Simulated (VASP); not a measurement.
# AlN (I-4m2) in VASP: a series of runs

Runs on AlN. Level: PBE. Tasks: single point.

Everything below comes from runs of VASP 6.6.1. Logs are shortened: lines on timing, memory, paths and dates and some standing lists are left out, and cuts for length are marked.

### Step 1. The cell of the first run

It takes space group I-4m2 (No. 119, tetragonal). The conventional cell has a = 3.160 Å, b = 3.160 Å, c = 4.337 Å, α = 90.00°, β = 90.00°, γ = 90.00°. Within 2.5 Å of Al (site symmetry -4m2) lie 4 N at 1.92 Å. Within 2.5 Å of N (site symmetry -4m2) lie 4 Al at 1.92 Å.

### Step 2. Single point, PBE (strain +0.015 along x and y, -0.015 along z)

Contents of INCAR:

```
SYSTEM = AlN
ALGO     = Normal         ! electronic algorithm
EDIFF    = 1E-7           ! SCF threshold, eV
ENCUT    = 520            ! plane-wave cutoff, eV
GGA      = PE             ! functional
ISIF     = 2              ! what is computed and relaxed
ISMEAR   = 0              ! smearing method
LASPH    = .TRUE.         ! aspherical terms in the spheres
LCHARG   = .FALSE.        ! write CHGCAR
LREAL    = .FALSE.        ! projectors in reciprocal space
LWAVE    = .FALSE.        ! write WAVECAR
NBANDS   = 11             ! bands
NELM     = 80             ! most SCF steps
PREC     = Accurate       ! precision mode
SIGMA    = 0.05           ! smearing width, eV
```

Contents of KPOINTS:

```
k-points
0
G
  10 10 10
  0 0 0
```

Contents of POSCAR:

```
AlN
1.0
    0.0000000000      2.2346109109      2.1685632977
    2.2346109109      0.0000000000      2.1685632977
    2.2346109109      2.2346109109      0.0000000000
Al N
1 1
Direct
    0.0000000000      0.0000000000      0.0000000000
    0.7500000000      0.7500000000      0.7500000000
```

Potentials or basis: VASP PAW PBE potentials, release 64 (Al, N).

On the command line:

```console
cat potpaw_PBE.64/Al/POTCAR potpaw_PBE.64/N/POTCAR > POTCAR
mpirun -np 1 vasp_std > vasp.out
```

OUTCAR:

```text
SYSTEM = AlN
   EDIFF = 1E-7
   ENCUT = 520
   GGA = PE
   ISIF = 2
   ISMEAR = 0
   LASPH = .TRUE.
   LREAL = .FALSE.
   NELM = 80
   PREC = Accurate

 ion  position               nearest neighbor table
   1  0.000  0.000  0.000-   2 1.92   2 1.92   2 1.92   2 1.92
   2  0.750  0.750  0.750-   1 1.92   1 1.92   1 1.92   1 1.92

  LATTYP: Found a body centered tetragonal cell.
 ALAT       =     3.1602170568
 C/A-ratio  =     1.3724141467

  Lattice vectors:

 A1 = (   0.0000000000,  -2.2346109109,  -2.1685632977)
 A2 = (   0.0000000000,   2.2346109109,  -2.1685632977)
 A3 = (   2.2346109109,   0.0000000000,   2.1685632977)

Analysis of symmetry for initial positions (statically):
=====================================================================
 Subroutine PRICEL returns:
 Original cell was already a primitive cell.

 Routine SETGRP: Setting up the symmetry group for a
 body centered tetragonal supercell.

 Subroutine GETGRP returns: Found  8 space group operations
 (whereof  8 operations were pure point group operations)
 out of a pool of 16 trial point group operations.

The static configuration has the point symmetry D_2d.

Analysis of symmetry for dynamics (positions and initial velocities):
=====================================================================
 Subroutine PRICEL returns:
 Original cell was already a primitive cell.

 Routine SETGRP: Setting up the symmetry group for a
 body centered tetragonal supercell.

 Subroutine GETGRP returns: Found  8 space group operations
 (whereof  8 operations were pure point group operations)
 out of a pool of 16 trial point group operations.

The dynamic configuration has the point symmetry D_2d.

 Subroutine INISYM returns: Found  8 space group operations
 (whereof  8 operations are pure point group operations),
 and found     1 'primitive' translations

----------------------------------------------------------------------------------------

                                     Primitive cell

  volume of cell :      21.6574

  direct lattice vectors                    reciprocal lattice vectors
     0.000000000  2.234610911  2.168563298    -0.223752599  0.223752599  0.230567399
     2.234610911  0.000000000  2.168563298     0.223752599 -0.223752599  0.230567399
     2.234610911  2.234610911  0.000000000     0.223752599  0.223752599 -0.230567399

  length of vectors
     3.113864592  3.113864592  3.160217057     0.391524938  0.391524938  0.391524938

[... 87 lines left out ...]
   ISYM   =      2    0-nonsym 1-usesym 2-fastsym
   POTIM  = 0.5000    time-step for ionic-motion
   TEBEG  =    0.0;   TEEND  =   0.0 temperature during run
   PSTRESS=    0.0 pullay stress
   NELECT =       8.0000    total number of electrons
   NUPDOWN=      -1.0000    fix difference up-down
   EMIN   =  10.00;   EMAX   =-10.00  energy-range for DOS
   EFERMI =   0.00;   METHOD = LEGACY
   ISMEAR =     0;   SIGMA  =   0.05  broadening in eV -4-tet -1-fermi 0-gaus
   EFERMI_NEDOS =   21; number of points for ismear=-14 and -15
   IALGO  =     38    algorithm
   IMIX   =      4    mixing-type and parameters
     AMIX     =   0.40;   BMIX     =  1.00
     AMIX_MAG =   1.60;   BMIX_MAG =  1.00
  volume/ion in A,a.u.               =      10.83        73.08
  Fermi-wavevector in a.u.,A,eV,Ry     =   1.174635  2.219738 18.772867  1.379767
  Thomas-Fermi vector in A             =   2.311029
   LORBIT       =      0    0 simple, 1 ext, 2 COOP (PROOUT), +10 PAW based schemes
   GGA     = PE    functional components
   LHFCALC =     F    Hartree Fock is set to
   AEXX    =    0.0000 exact exchange contribution
   IVDW    =     0    specifies the selected vdW correction
   LEPSILON=     F    determine dielectric tensor
   LRPA    =     F    only Hartree local field effects (RPA)
 non-spin polarized calculation
 Gauss-broadening in eV      SIGMA  =   0.05
  energy-cutoff  :      520.00
  volume of cell :       21.66
 maximum number of plane-waves:       592
   NGX = 11   NGY = 11   NGZ = 11

 number of electron       8.0000002 magnetization

 Free energy of the ion-electron system (eV)
  ---------------------------------------------------
  ext. energy  EPLUGINS =         0.00000000
  ---------------------------------------------------
  free energy    TOTEN  =       -14.83917648 eV

  energy without entropy =      -14.83917648  energy(sigma->0) =      -14.83917648

 E-fermi :   5.9198     XC(G=0): -10.7666

 val. band max:        5.6917256978   @ k =   0.0000   0.0000   0.0000
 cond. band min:       8.8304784312   @ k =   0.5000   0.5000   0.0000
 fundamental gap:      3.1387527334
 Fermi energy:         5.9197756346

 k-point     1 :       0.0000    0.0000    0.0000
  band No.  band energies     occupation
      1      -9.1479      2.00000
      2       5.5747      2.00000
      3       5.5747      2.00000
      4       5.6917      2.00000
      5       9.4659      0.00000
      6      17.7705      0.00000
      7      17.8091      0.00000
      8      17.8091      0.00000
      9      22.5221      0.00000
     10      23.3918      0.00000
     11      23.9704      0.00000
[... 309 lines left out ...]
 k-point    24 :       0.4000    0.3000    0.0000
  band No.  band energies     occupation
      1      -7.1840      2.00000
      2       1.6301      2.00000
      3       3.8750      2.00000
      4       4.1044      2.00000
      5      10.4446      0.00000
      6      14.6053      0.00000
      7      17.7157      0.00000
      8      19.6009      0.00000
      9      20.1532      0.00000
     10      26.2543      0.00000
     11      28.4851      0.00000

 [... further k-points ...]

------------------------ aborting loop because EDIFF is reached ----------------------------------------

  FORCE on cell =-STRESS in cart. coord.  units (eV):
  Direction    XX          YY          ZZ          XY          YZ          ZX
  --------------------------------------------------------------------------------------
  -------------------------------------------------------------------------------------
  Total       -0.5832714     -0.5832714     -0.0845025      0.0000000      0.0000000      0.0000000
  in kB      -43.1494567    -43.1494567     -6.2513554      0.0000000      0.0000000      0.0000000
  external PRESSURE =     -30.8500896 kB  Pullay stress =       0.0000000 kB

 VOLUME and BASIS-vectors are now :
 -----------------------------------------------------------------------------
  energy-cutoff  :      520.00
  volume of cell :       21.66
      direct lattice vectors                 reciprocal lattice vectors
     0.000000000  2.234610911  2.168563298    -0.223752599  0.223752599  0.230567399
     2.234610911  0.000000000  2.168563298     0.223752599 -0.223752599  0.230567399
     2.234610911  2.234610911  0.000000000     0.223752599  0.223752599 -0.230567399

 POSITION                                       TOTAL-FORCE (eV/Angst)
 -----------------------------------------------------------------------------------
      0.00000      0.00000      0.00000        -0.000000     -0.000000     -0.000000
      3.35192      3.35192      3.25284         0.000000      0.000000      0.000000
 -----------------------------------------------------------------------------------
    total drift:                               -0.000000     -0.000000      0.000000

  FREE ENERGIE OF THE ION-ELECTRON SYSTEM (eV)
  ---------------------------------------------------
  free  energy   TOTEN  =       -14.8391764777 eV

  energy  without entropy=      -14.8391764777  energy(sigma->0) =      -14.83917648
```

OSZICAR:

```text
N       E                     dE             d eps       ncg     rms          rms(c)
DAV:   1     0.108402926244E+02    0.10840E+02   -0.37632E+03  2300   0.600E+02
DAV:   2    -0.162368049802E+02   -0.27077E+02   -0.26077E+02  2675   0.136E+02
DAV:   3    -0.171424504454E+02   -0.90565E+00   -0.90452E+00  2730   0.238E+01
DAV:   4    -0.171474757669E+02   -0.50253E-02   -0.50249E-02  2607   0.194E+00
DAV:   5    -0.171475401339E+02   -0.64367E-04   -0.64367E-04  2709   0.210E-01    0.844E+00
DAV:   6    -0.148469073065E+02    0.23006E+01   -0.11980E+01  2629   0.171E+01    0.278E+00
DAV:   7    -0.148458094419E+02    0.10979E-02   -0.15531E-01  2511   0.317E+00    0.201E+00
DAV:   8    -0.148407029273E+02    0.51065E-02   -0.30371E-02  2424   0.164E+00    0.600E-01
DAV:   9    -0.148391202929E+02    0.15826E-02   -0.45065E-03  2727   0.398E-01    0.236E-01
DAV:  10    -0.148391667833E+02   -0.46490E-04   -0.48283E-04  2454   0.141E-01    0.159E-02
DAV:  11    -0.148391767469E+02   -0.99636E-05   -0.11448E-05  2682   0.252E-02    0.175E-02
DAV:  12    -0.148391765031E+02    0.24380E-06   -0.85435E-07  2565   0.657E-03    0.184E-03
DAV:  13    -0.148391764777E+02    0.25398E-07   -0.13412E-07  1620   0.191E-03
   1 F= -.14839176E+02 E0= -.14839176E+02  d E =-.260552E-13
```

stdout:

```text
POSCAR found type information on POSCAR AlN
 POSCAR found :  2 types and       2 ions
 scaLAPACK will be used
 LDA part: xc-table for (Slater+PW92), standard interpolation
 POSCAR, INCAR and KPOINTS ok, starting setup
 FFT: planning ... GRIDC
 FFT: planning ... GRID_SOFT
 FFT: planning ... GRID
 WAVECAR not read
 entering main loop
```

It took 13 s on 1 thread of Intel Xeon Platinum 8488C (Sapphire Rapids), shared host; peak memory 0.15 GiB.

What came out:

```
Free energy            : -14.8392 eV
Pressure               : -3.1 GPa
Band gap on the k mesh : 3.14 eV, indirect (least direct gap 3.77 eV)
```

Caveat: the cell differs from its parent crystal (strain +0.015 along x and y, -0.015 along z). A k mesh can miss the band edges.

### Step 3. Single point, PBE (strain +0.030 along x and y, +0.000 along z)

Contents of INCAR:

```
PREC = Accurate ; ENCUT = 520
EDIFF = 1E-6 ; ISMEAR = 0
SIGMA = 0.05 ; LREAL = F
LASPH = T ; NELM = 80
ALGO = Normal ; ISIF = 2
LWAVE = F ; LCHARG = F
GGA = PE ; NBANDS = 11
```

Contents of KPOINTS:

```
regular mesh
0
Gamma
  10 10 10
```

Contents of POSCAR:

```
AlN
1.0
    0.0000000000      2.2676347174      2.2015871043
    2.2676347174      0.0000000000      2.2015871043
    2.2676347174      2.2676347174      0.0000000000
Al N
1 1
Direct
    0.0000000000      0.0000000000      0.0000000000
    0.7500000000      0.7500000000      0.7500000000
```

Potentials or basis: VASP PAW PBE potentials, release 64 (Al, N).

On the command line:

```console
cat potpaw_PBE.64/Al/POTCAR potpaw_PBE.64/N/POTCAR > POTCAR
mpirun -np 1 vasp_std > vasp.out
```

OUTCAR:

```text
PREC = Accurate
   ENCUT = 520
   EDIFF = 1E-6
   ISMEAR = 0
   LREAL = F
   LASPH = T
   NELM = 80
   ISIF = 2
   GGA = PE

 ion  position               nearest neighbor table
   1  0.000  0.000  0.000-   2 1.94   2 1.94   2 1.94   2 1.94
   2  0.750  0.750  0.750-   1 1.94   1 1.94   1 1.94   1 1.94

  LATTYP: Found a body centered tetragonal cell.
 ALAT       =     3.2069197719
 C/A-ratio  =     1.3730228761

  Lattice vectors:

 A1 = (   0.0000000000,  -2.2676347174,  -2.2015871043)
 A2 = (   0.0000000000,   2.2676347174,  -2.2015871043)
 A3 = (   2.2676347174,   0.0000000000,   2.2015871043)

Analysis of symmetry for initial positions (statically):
=====================================================================
 Subroutine PRICEL returns:
 Original cell was already a primitive cell.

 Routine SETGRP: Setting up the symmetry group for a
 body centered tetragonal supercell.

 Subroutine GETGRP returns: Found  8 space group operations
 (whereof  8 operations were pure point group operations)
 out of a pool of 16 trial point group operations.

The static configuration has the point symmetry D_2d.

Analysis of symmetry for dynamics (positions and initial velocities):
=====================================================================
 Subroutine PRICEL returns:
 Original cell was already a primitive cell.

 Routine SETGRP: Setting up the symmetry group for a
 body centered tetragonal supercell.

 Subroutine GETGRP returns: Found  8 space group operations
 (whereof  8 operations were pure point group operations)
 out of a pool of 16 trial point group operations.

The dynamic configuration has the point symmetry D_2d.

 Subroutine INISYM returns: Found  8 space group operations
 (whereof  8 operations are pure point group operations),
 and found     1 'primitive' translations

----------------------------------------------------------------------------------------

                                     Primitive cell

[... 112 lines left out ...]
  Fermi-wavevector in a.u.,A,eV,Ry     =   1.157357  2.187088 18.224678  1.339476
  Thomas-Fermi vector in A             =   2.293969
   LORBIT       =      0    0 simple, 1 ext, 2 COOP (PROOUT), +10 PAW based schemes
   GGA     = PE    functional components
   LHFCALC =     F    Hartree Fock is set to
   AEXX    =    0.0000 exact exchange contribution
   IVDW    =     0    specifies the selected vdW correction
   LEPSILON=     F    determine dielectric tensor
   LRPA    =     F    only Hartree local field effects (RPA)
 non-spin polarized calculation
 Gauss-broadening in eV      SIGMA  =   0.05
  energy-cutoff  :      520.00
  volume of cell :       22.64
 maximum number of plane-waves:       620
   NGX = 11   NGY = 11   NGZ = 11

 number of electron       8.0000001 magnetization

 Free energy of the ion-electron system (eV)
  ---------------------------------------------------
  ext. energy  EPLUGINS =         0.00000000
  ---------------------------------------------------
  free energy    TOTEN  =       -14.79733018 eV

  energy without entropy =      -14.79733018  energy(sigma->0) =      -14.79733018

 E-fermi :   5.5979     XC(G=0): -10.5768

 val. band max:        5.2907338148   @ k =   0.0000   0.0000   0.0000
 cond. band min:       8.4103131470   @ k =   0.5000   0.5000   0.0000
 fundamental gap:      3.1195793322
 Fermi energy:         5.5978695826

 k-point     1 :       0.0000    0.0000    0.0000
  band No.  band energies     occupation
      1      -9.3013      2.00000
      2       5.1767      2.00000
      3       5.1767      2.00000
      4       5.2907      2.00000
      5       8.6888      0.00000
      6      16.9459      0.00000
      7      16.9874      0.00000
      8      16.9874      0.00000
      9      21.7970      0.00000
     10      22.6281      0.00000
     11      23.1646      0.00000
[... 309 lines left out ...]
 k-point    24 :       0.4000    0.3000    0.0000
  band No.  band energies     occupation
      1      -7.4577      2.00000
      2       1.3168      2.00000
      3       3.5260      2.00000
      4       3.7498      2.00000
      5       9.9425      0.00000
      6      13.8987      0.00000
      7      16.8233      0.00000
      8      18.7390      0.00000
      9      19.2569      0.00000
     10      25.3698      0.00000
     11      27.3150      0.00000

 [... further k-points ...]
[... 5 lines left out ...]
  --------------------------------------------------------------------------------------
  -------------------------------------------------------------------------------------
  Total       -1.6573350     -1.6573350     -1.1273021      0.0000000      0.0000000      0.0000000
  in kB     -117.2759138   -117.2759138    -79.7698590      0.0000000      0.0000000      0.0000000
  external PRESSURE =    -104.7738955 kB  Pullay stress =       0.0000000 kB

 VOLUME and BASIS-vectors are now :
 -----------------------------------------------------------------------------
  energy-cutoff  :      520.00
  volume of cell :       22.64
      direct lattice vectors                 reciprocal lattice vectors
     0.000000000  2.267634717  2.201587104    -0.220494066  0.220494066  0.227108888
     2.267634717  0.000000000  2.201587104     0.220494066 -0.220494066  0.227108888
     2.267634717  2.267634717  0.000000000     0.220494066  0.220494066 -0.227108888

 POSITION                                       TOTAL-FORCE (eV/Angst)
 -----------------------------------------------------------------------------------
      0.00000      0.00000      0.00000         0.000000      0.000000      0.000000
      3.40145      3.40145      3.30238        -0.000000     -0.000000     -0.000000
 -----------------------------------------------------------------------------------
    total drift:                                0.000000      0.000000      0.000000

  FREE ENERGIE OF THE ION-ELECTRON SYSTEM (eV)
  ---------------------------------------------------
  free  energy   TOTEN  =       -14.7973301791 eV

  energy  without entropy=      -14.7973301791  energy(sigma->0) =      -14.79733018
```

OSZICAR:

```text
N       E                     dE             d eps       ncg     rms          rms(c)
DAV:   1     0.116291892181E+02    0.11629E+02   -0.38227E+03  2292   0.601E+02
DAV:   2    -0.160236846765E+02   -0.27653E+02   -0.26489E+02  2688   0.135E+02
DAV:   3    -0.170264576712E+02   -0.10028E+01   -0.10013E+01  2741   0.244E+01
DAV:   4    -0.170320462042E+02   -0.55885E-02   -0.55881E-02  2583   0.201E+00
DAV:   5    -0.170321169352E+02   -0.70731E-04   -0.70731E-04  2748   0.217E-01    0.826E+00
DAV:   6    -0.148043239767E+02    0.22278E+01   -0.12181E+01  2626   0.169E+01    0.276E+00
DAV:   7    -0.148042600895E+02    0.63887E-04   -0.14455E-01  2481   0.313E+00    0.197E+00
DAV:   8    -0.147990814054E+02    0.51787E-02   -0.33865E-02  2457   0.172E+00    0.624E-01
DAV:   9    -0.147972769452E+02    0.18045E-02   -0.51284E-03  2706   0.424E-01    0.241E-01
DAV:  10    -0.147973237200E+02   -0.46775E-04   -0.58433E-04  2478   0.154E-01    0.201E-02
DAV:  11    -0.147973305744E+02   -0.68544E-05   -0.11070E-05  2694   0.247E-02    0.191E-02
DAV:  12    -0.147973301791E+02    0.39532E-06   -0.15309E-06  2424   0.868E-03
   1 F= -.14797330E+02 E0= -.14797330E+02  d E =-.115660E-20
```

stdout:

```text
POSCAR found type information on POSCAR AlN
 POSCAR found :  2 types and       2 ions
 scaLAPACK will be used
 LDA part: xc-table for (Slater+PW92), standard interpolation
 POSCAR, INCAR and KPOINTS ok, starting setup
 FFT: planning ... GRIDC
 FFT: planning ... GRID_SOFT
 FFT: planning ... GRID
 WAVECAR not read
 entering main loop
```

It took 12 s on 1 thread of Intel Xeon Platinum 8488C (Sapphire Rapids), shared host; peak memory 0.15 GiB.

Results:

* Free energy: -14.7973 eV
* Pressure: -10.5 GPa
* Band gap on the k mesh: 3.12 eV, indirect (least direct gap 3.40 eV)

Levels at points of the mesh, in eV from the valence-band top:
| k point | band 2 | band 3 | band 4 | band 5 | band 6 | band 7 |
| --- | --- | --- | --- | --- | --- | --- |
| (0.00, 0.00, 0.00) | -0.11 | -0.11 | 0.00 | 3.40 | 11.66 | 11.70 |
| (0.50, 0.00, 0.00) | -5.59 | -0.66 | -0.44 | 6.53 | 9.23 | 10.30 |
| (0.50, 0.50, 0.00) | -4.55 | -1.91 | -1.91 | 3.12 | 7.73 | 13.13 |
| (0.50, 0.00, 0.50) | -4.83 | -1.69 | -1.68 | 3.24 | 8.18 | 12.64 |

Caveat: the cell differs from its parent crystal (strain +0.030 along x and y, +0.000 along z).

(Part 1 of 2 ends here.)
